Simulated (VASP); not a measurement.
Set up this calculation in VASP 6.6.1, as the native input.

```yaml
Task: single point
Functional: PBEsol
Potentials_or_basis: VASP PAW PBE potentials, release 64 (K_sv)
Cutoff: 520 eV
k_mesh: 9 × 9 × 9
Occupations: fermi-dirac, width 0.1 eV
Spin: no spin polarisation
Dipole_correction: no
Further_INCAR_settings: ALGO = Normal; EDIFF = 1e-06; NBANDS = 10
```

The structure of K lies in POSCAR:

```
K
1.0
    4.2548519443      0.0000000000      0.0000000000
    0.0000000000      4.2548519443      0.0000000000
    0.0000000000      0.0000000000      4.2548519443
K
1
Direct
    0.0000000000      0.0000000000      0.0000000000
```

These files were run (other wordings do the same):

INCAR

```
SYSTEM = K
PREC = Accurate
ENCUT = 520
EDIFF = 1E-6
ISMEAR = -1
SIGMA = 0.1
LREAL = .FALSE.
LASPH = .TRUE.
NELM = 100
ALGO = Normal
ISIF = 2
LWAVE = .FALSE.
LCHARG = .TRUE.
GGA = PS
LELF = .TRUE.
LVHAR = .TRUE.
NBANDS = 10
```

KPOINTS

```
Automatic mesh
0
G
  9 9 9
  0 0 0
```

Potentials or basis: VASP PAW PBE potentials, release 64 (K_sv).

Command:

```console
$ cat potpaw_PBE.64/K_sv/POTCAR > POTCAR
$ mpirun -np 1 vasp_std > vasp.out
```

Results of the run:

```yaml
Pressure: 0.0 GPa
```

Caveat: the PAW data sets were made with another functional, which shifts forces and pressure a little.

Run time: 6.5 s on 1 thread of Intel(R) Xeon(R) 6975P-C (Granite Rapids) (shared host), peak memory 0.18 GiB.
